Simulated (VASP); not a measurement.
# Ir (P6_3/mmc) in VASP: further runs, part 2 of 4

VASP 6.6.1. The steps go on from the part before.

## (3) Single point, LDA

This run uses another cell than the first one, of 14.80 Å³/atom.

INCAR

```
PREC = Accurate
ENCUT = 520
EDIFF = 1E-6
ISMEAR = 0
SIGMA = 0.15
LREAL = F
LASPH = T
NELM = 80
ALGO = Fast
ISIF = 2
LWAVE = F
LCHARG = F
NBANDS = 16
```

KPOINTS

```
regular mesh
0
Gamma
  18 18 10
```

POSCAR

```
Ir
1.0
    2.7684000000      0.0000000000      0.0000000000
   -1.3842000000      2.3975047278      0.0000000000
    0.0000000000      0.0000000000      4.4593000000
Ir
2
Direct
    0.6666666667      0.3333333333      0.7500000000
    0.3333333333      0.6666666667      0.2500000000
```

Potentials or basis: VASP PAW LDA potentials, release 64 (Ir).

On the command line:

```console
$ cat potpaw_LDA.64/Ir/POTCAR > POTCAR
$ mpirun -np 1 vasp_std > vasp.out
```

OUTCAR:

```text
PREC = Accurate
   ENCUT = 520
   EDIFF = 1E-6
   ISMEAR = 0
   LREAL = F
   LASPH = T
   NELM = 80
   ISIF = 2

 ion  position               nearest neighbor table
   1  0.667  0.333  0.750-   2 2.74   2 2.74   2 2.74   2 2.74   2 2.74   2 2.74
   2  0.333  0.667  0.250-   1 2.74   1 2.74   1 2.74   1 2.74   1 2.74   1 2.74

  LATTYP: Found a hexagonal cell.
 ALAT       =     2.7684000000
 C/A-ratio  =     1.6107860136

  Lattice vectors:

 A1 = (   2.7684000000,   0.0000000000,   0.0000000000)
 A2 = (  -1.3842000000,   2.3975047278,   0.0000000000)
 A3 = (   0.0000000000,   0.0000000000,   4.4593000000)

Analysis of symmetry for initial positions (statically):
=====================================================================
 Subroutine PRICEL returns:
 Original cell was already a primitive cell.

 Routine SETGRP: Setting up the symmetry group for a
 hexagonal supercell.

 Subroutine GETGRP returns: Found 24 space group operations
 (whereof 12 operations were pure point group operations)
 out of a pool of 24 trial point group operations.

The static configuration has the point symmetry D_3d.
 The point group associated with its full space group is D_6h.

Analysis of symmetry for dynamics (positions and initial velocities):
=====================================================================
 Subroutine PRICEL returns:
 Original cell was already a primitive cell.

 Routine SETGRP: Setting up the symmetry group for a
 hexagonal supercell.

 Subroutine GETGRP returns: Found 24 space group operations
 (whereof 12 operations were pure point group operations)
 out of a pool of 24 trial point group operations.

The dynamic configuration has the point symmetry D_3d.
 The point group associated with its full space group is D_6h.

 Subroutine INISYM returns: Found 24 space group operations
 (whereof 12 operations are pure point group operations),
 and found     1 'primitive' translations

----------------------------------------------------------------------------------------

                                     Primitive cell

  volume of cell :      29.5975

  direct lattice vectors                    reciprocal lattice vectors
     2.768400000  0.000000000  0.000000000     0.361219477  0.208550162  0.000000000
    -1.384200000  2.397504728  0.000000000     0.000000000  0.417100325  0.000000000
     0.000000000  0.000000000  4.459300000     0.000000000  0.000000000  0.224250443

  length of vectors
     2.768400000  2.768400000  4.459300000     0.417100325  0.417100325  0.224250443

  position of ions in fractional coordinates (direct lattice)
     0.666666667  0.333333333  0.750000000
     0.333333333  0.666666667  0.250000000

  ion indices of the primitive-cell ions
   primitive index   ion index
                 1           1
                 2           2

----------------------------------------------------------------------------------------

 KPOINTS: regular mesh

Automatic generation of k-mesh.
 Grid dimensions read from file:
 generate k-points for:   18   18   10

 Generating k-lattice:

  Cartesian coordinates                     Fractional coordinates (reciprocal lattice)
     0.020067749  0.011586120  0.000000000     0.055555556  0.000000000  0.000000000
     0.000000000  0.023172240  0.000000000     0.000000000  0.055555556  0.000000000
     0.000000000  0.000000000  0.022425044     0.000000000  0.000000000  0.100000000

  Length of vectors
     0.023172240  0.023172240  0.022425044

  Shift w.r.t. Gamma in fractional coordinates (k-lattice)
     0.000000000  0.000000000  0.000000000

 Subroutine IBZKPT returns following result:
 ===========================================

 Found    222 irreducible k-points:

 Following reciprocal coordinates:
            Coordinates               Weight
  0.000000  0.000000  0.000000      1.000000
  0.055556 -0.000000  0.000000      6.000000
  0.111111 -0.000000  0.000000      6.000000
  0.166667 -0.000000  0.000000      6.000000
  0.222222 -0.000000  0.000000      6.000000
  0.277778  0.000000  0.000000      6.000000
[... 16 lines left out ...]
  0.333333  0.111111  0.000000     12.000000
  0.388889  0.111111  0.000000     12.000000
 [... further k-points ...]
   k-points           NKPTS =    222   k-points in BZ     NKDIM =    222   number of bands    NBANDS=     16
   number of dos      NEDOS =    301   number of ions     NIONS =      2
   total plane-waves  NPLWV =  20736
   dimension x,y,z NGX =    24 NGY =   24 NGZ =   36
   dimension x,y,z NGXF=    48 NGYF=   48 NGZF=   72
   ions per type =               2
   NGX,Y,Z   is equivalent  to a cutoff of  14.41, 14.41, 13.42 a.u.
   NGXF,Y,Z  is equivalent  to a cutoff of  28.82, 28.82, 26.84 a.u.
 SYSTEM =  unknown system
   PREC   = accura    normal or accurate (medium, high low for compatibility)
   ISTART =      0    job   : 0-new  1-cont  2-samecut
   ICHARG =      2    charge: 1-file 2-atom 10-const
   ISPIN  =      1    spin polarized calculation?
   LNONCOLLINEAR =      F non collinear calculations
   LSORBIT =      F    spin-orbit coupling
   LASPH  =      T    aspherical Exc in radial PAW
   ENCUT  =  520.0 eV  38.22 Ry    6.18 a.u.   5.15  5.15  8.29*2*pi/ulx,y,z
   NELM   =     80;   NELMIN=  2; NELMDL= -5     # of ELM steps
   EDIFF  = 0.1E-05   stopping-criterion for ELM
   LREAL  =      F    real-space projection
   EDIFFG = 0.1E-04   stopping-criterion for IOM
   NSW    =      0    number of steps for IOM
   IBRION =     -1    ionic relax: 0-MD 1-quasi-New 2-CG
   NFREE  =      0    steps in history (QN), initial steepest desc. (CG)
   ISIF   =      2    stress and relaxation
   ISYM   =      2    0-nonsym 1-usesym 2-fastsym
   POTIM  = 0.5000    time-step for ionic-motion
   TEBEG  =    0.0;   TEEND  =   0.0 temperature during run
   PSTRESS=    0.0 pullay stress
   NELECT =      18.0000    total number of electrons
   NUPDOWN=      -1.0000    fix difference up-down
   EMIN   =  10.00;   EMAX   =-10.00  energy-range for DOS
   EFERMI =   0.00;   METHOD = LEGACY
   ISMEAR =     0;   SIGMA  =   0.15  broadening in eV -4-tet -1-fermi 0-gaus
   EFERMI_NEDOS =   21; number of points for ismear=-14 and -15
   IALGO  =     68    algorithm
   IMIX   =      4    mixing-type and parameters
     AMIX     =   0.40;   BMIX     =  1.00
     AMIX_MAG =   1.60;   BMIX_MAG =  1.00
  volume/ion in A,a.u.               =      14.80        99.87
  Fermi-wavevector in a.u.,A,eV,Ry     =   1.387013  2.621075 26.174973  1.923806
  Thomas-Fermi vector in A             =   2.511275
   LORBIT       =      0    0 simple, 1 ext, 2 COOP (PROOUT), +10 PAW based schemes
   GGA     = CA    functional components
   LHFCALC =     F    Hartree Fock is set to
   AEXX    =    0.0000 exact exchange contribution
   IVDW    =     0    specifies the selected vdW correction
   LEPSILON=     F    determine dielectric tensor
   LRPA    =     F    only Hartree local field effects (RPA)
 non-spin polarized calculation
 RMM-DIIS sequential band-by-band and
 Gauss-broadening in eV      SIGMA  =   0.15
  energy-cutoff  :      520.00
  volume of cell :       29.60
 maximum number of plane-waves:       814
 NGX is ok and might be reduce to    24
   NGX = 11   NGY = 11   NGZ = 17

 number of electron      17.9999998 magnetization

 Free energy of the ion-electron system (eV)
  ---------------------------------------------------
  ext. energy  EPLUGINS =         0.00000000
  ---------------------------------------------------
  free energy    TOTEN  =       -20.40650257 eV

  energy without entropy =      -20.38009724  energy(sigma->0) =      -20.39329990

 E-fermi :   9.6537     XC(G=0): -13.8797

 val. band max:        9.6338491386   @ k =   0.2222   0.1111   0.5000
 cond. band min:       9.6564481552   @ k =   0.2222   0.1667   0.2000
 fundamental gap:      0.0225990166
 Fermi energy:         9.6537059035

 k-point     1 :       0.0000    0.0000    0.0000
  band No.  band energies     occupation
      1      -1.0964      2.00000
      2       1.9238      2.00000
      3       5.9914      2.00000
      4       6.0312      2.00000
      5       6.0312      2.00000
      6       6.6599      2.00000
[... 8 lines left out ...]
     15      26.1747      0.00000
     16      27.0867      0.00000
[... 419 lines left out ...]
 k-point    24 :       0.3889    0.1111    0.0000
  band No.  band energies     occupation
      1       2.8317      2.00000
      2       2.9314      2.00000
      3       3.2689      2.00000
      4       5.6291      2.00000
      5       5.8111      2.00000
      6       6.3126      2.00000
[... 8 lines left out ...]
     15      19.9578      0.00000
     16      22.5330      0.00000

 [... further k-points ...]
[... 5 lines left out ...]
  --------------------------------------------------------------------------------------
  -------------------------------------------------------------------------------------
  Total       -3.6584893     -3.6584893     -3.3659192     -0.0000000      0.0000000      0.0000000
  in kB     -198.0420271   -198.0420271   -182.2045721     -0.0000000      0.0000000      0.0000000
  external PRESSURE =    -192.7628754 kB  Pullay stress =       0.0000000 kB

 VOLUME and BASIS-vectors are now :
 -----------------------------------------------------------------------------
  energy-cutoff  :      520.00
  volume of cell :       29.60
      direct lattice vectors                 reciprocal lattice vectors
     2.768400000  0.000000000  0.000000000     0.361219477  0.208550162  0.000000000
    -1.384200000  2.397504728  0.000000000     0.000000000  0.417100325  0.000000000
     0.000000000  0.000000000  4.459300000     0.000000000  0.000000000  0.224250443

 POSITION                                       TOTAL-FORCE (eV/Angst)
 -----------------------------------------------------------------------------------
      1.38420      0.79917      3.34448         0.000000     -0.000000      0.000000
     -0.00000      1.59834      1.11482        -0.000000      0.000000      0.000000
 -----------------------------------------------------------------------------------
    total drift:                               -0.000000      0.000000     -0.000000

  FREE ENERGIE OF THE ION-ELECTRON SYSTEM (eV)
  ---------------------------------------------------
  free  energy   TOTEN  =       -20.4065025670 eV

  energy  without entropy=      -20.3800972428  energy(sigma->0) =      -20.39329990
```

OSZICAR:

```text
N       E                     dE             d eps       ncg     rms          rms(c)
DAV:   1     0.141417341635E+03    0.14142E+03   -0.83752E+03  7104   0.113E+03
DAV:   2    -0.176522787225E+02   -0.15907E+03   -0.14282E+03  7104   0.308E+02
DAV:   3    -0.216111777448E+02   -0.39589E+01   -0.38942E+01  9872   0.579E+01
DAV:   4    -0.216553834750E+02   -0.44206E-01   -0.44195E-01  7984   0.521E+00
DAV:   5    -0.216566830056E+02   -0.12995E-02   -0.12995E-02  9920   0.926E-01    0.201E+01
RMM:   6    -0.205723019928E+02    0.10844E+01   -0.12770E+00  7151   0.125E+01    0.747E+00
RMM:   7    -0.204125041229E+02    0.15980E+00   -0.62644E-01  7379   0.569E+00    0.221E+00
RMM:   8    -0.204163502697E+02   -0.38461E-02   -0.79116E-02  8284   0.318E+00    0.193E+00
RMM:   9    -0.204161590668E+02    0.19120E-03   -0.20719E-02  8343   0.107E+00    0.136E+00
RMM:  10    -0.204067945073E+02    0.93646E-02   -0.17089E-02  7482   0.179E+00    0.824E-01
RMM:  11    -0.204070000499E+02   -0.20554E-03   -0.11285E-03  8353   0.271E-01    0.591E-01
RMM:  12    -0.204068924796E+02    0.10757E-03   -0.23461E-04  8249   0.146E-01    0.471E-01
RMM:  13    -0.204067327009E+02    0.15978E-03   -0.10110E-04  8165   0.912E-02    0.355E-01
RMM:  14    -0.204065085518E+02    0.22415E-03   -0.46789E-04 10220   0.231E-01    0.667E-02
RMM:  15    -0.204065021180E+02    0.64338E-05   -0.24852E-05  8485   0.451E-02    0.226E-02
RMM:  16    -0.204065025670E+02   -0.44896E-06   -0.39361E-06  6998   0.167E-02
   1 F= -.20406503E+02 E0= -.20393300E+02  d E =-.264053E-01
```

stdout:

```text
POSCAR found type information on POSCAR Ir
 POSCAR found :  1 types and       2 ions
 scaLAPACK will be used
 LDA part: xc-table for (Slater(with rela. corr.)+CA(PZ))
 , standard interpolation
 POSCAR, INCAR and KPOINTS ok, starting setup
 FFT: planning ... GRIDC
 FFT: planning ... GRID_SOFT
 FFT: planning ... GRID
 WAVECAR not read
 entering main loop
```

It took 2.1 min on 1 thread of AMD EPYC 9R45 (Zen 5), shared host; peak memory 0.18 GiB.

Results:

```
Free energy            : -20.4065 eV
Pressure               : -19.3 GPa
Band gap on the k mesh : zero (bands 9 and 10 overlap by 3.14 eV)
```

Caveat: the cell stands under tension; spin-orbit coupling is left out, which moves the levels of the heavy elements.

(Continued in part 3 of 4.)
